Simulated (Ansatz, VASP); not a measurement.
OsBr3 in VASP and in Ansatz

File INCAR:

```
ALGO     = Normal         # electronic algorithm
EDIFF    = 1E-6           # SCF threshold, eV
ENCUT    = 520            # plane-wave cutoff, eV
GGA      = PS             # functional
ISIF     = 2              # what is computed and relaxed
ISMEAR   = 0              # smearing method
ISPIN    = 2              # spin polarisation
LASPH    = T              # aspherical terms in the spheres
LCHARG   = F              # write CHGCAR
LMAXMIX  = 4              # l up to which the mixer works
LORBIT   = 11             # projections on sites
LREAL    = F              # projectors in reciprocal space
LWAVE    = F              # write WAVECAR
MAGMOM   = 1.33 0 0 0     # initial moments
NBANDS   = 26             # bands
NELM     = 150            # most SCF steps
PREC     = Accurate       # precision mode
SIGMA    = 0.05           # smearing width, eV
```

Contents of KPOINTS:

```
k-points
0
Gamma
  6 6 6
```

File POSCAR:

```
OsBr3
1.0
    5.0921282322      0.0000000000      0.0000000000
    0.0000000000      5.0921282322      0.0000000000
    0.0000000000      0.0000000000      5.0921282322
Os Br
1 3
Direct
    0.0000000000      0.0000000000      0.0000000000
    0.5000000000      0.0000000000      0.0000000000
    0.0000000000      0.0000000000      0.5000000000
    0.0000000000      0.5000000000      0.0000000000
```

Input for Ansatz:

```yaml
crystal:
  lattice:
    - [5.0921282322, 0.0, 0.0]
    - [0.0, 5.0921282322, 0.0]
    - [0.0, 0.0, 5.0921282322]
  atoms:
    - { symbol: Os, position: [0.0, 0.0, 0.0], spin: 1.33 }
    - { symbol: Br, position: [0.5, 0.0, 0.0] }
    - { symbol: Br, position: [0.0, 0.0, 0.5] }
    - { symbol: Br, position: [0.0, 0.5, 0.0] }
basis:
  ecutwfc: 420
  ecutrho_ratio: 4
kpoints:
  mp_grid: { grid: [6, 6, 6] }
hamiltonian:
  xc: pbesol
scf:
  occupations: { method: gaussian, width: 0.05 }
output:
  forces: true
  stress: true
  eigenvalues: true
  populations: true
magnetization:
  spin_polarized: true
```

Alike in both runs: task single point; functional PBEsol; k mesh 6 × 6 × 6; occupations gaussian, width 0.05 eV; collinear spin.

```csv
,VASP,Ansatz
version,VASP 6.6.1,Ansatz 0.2.0
potentials or method,"VASP PAW PBE potentials, release 64 (Os, Br), cutoff 520 eV","scalar-relativistic, plane waves, PAW"
valence electrons in the cell,29,37
```

VASP gave:

- gap on the k mesh at the Fermi level (eV): none
- pressure (GPa): -1.9
- net moment per atom (μB): 0.50
- size of the moment on the site where the two differ most (μB): 1.45

**Question.** What did Ansatz give for the same quantities?

**Answer.** gap on the k mesh at the Fermi level (eV): none; pressure (GPa): -2.1; net moment per atom (μB): 0.50; size of the moment on the site where the two differ most (μB): 1.24.

VASP's potentials were made for PBE, not for PBEsol. Site moments also hang on the region over which each program counts them. A gap of «none» marks a metal or a gap that the smearing closes. VASP's potentials hold 29 valence electrons a cell and Ansatz's 37, so a difference there can come from the potentials and not from the codes.

Neither program's run includes spin-orbit coupling.
